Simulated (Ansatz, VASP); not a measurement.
## MgO in VASP and in Ansatz

```
Mg O
1.0
     0.00000    2.10217    2.10217
     2.15472    0.00000    2.10217
     2.15472    2.10217    0.00000
Mg O
1 1
Cartesian
  0.0000 0.0000 0.0000
  2.1547 2.1022 2.1022
```

Change from the starting cell: uniaxial_x strain +2.5%.

Alike in both runs: task single point; functional r2SCAN; k mesh 10 × 10 × 10; no spin polarisation.

|  | VASP | Ansatz |
| --- | --- | --- |
| version | VASP 6.6.1 | Ansatz 0.2.0 |
| potentials or method | VASP PAW PBE potentials, release 64 (Mg_sv, O) | plane waves, PAW |
| plane-wave cutoff (eV) | 750 | 500 |
| occupations | gaussian, width 0.01 eV | fixed |
| valence electrons in the cell | 16 | 16 |

```csv
,VASP,Ansatz,Ansatz less VASP
gap on the k mesh at the Fermi level (eV),5.42,5.40,-0.020
pressure (GPa),-3.7,-3.7,0.00
"traceless stress, the component that is largest in VASP (GPa)",-2.95,-2.94,+0.005
```

VASP's potentials were made for PBE, not for r2SCAN.
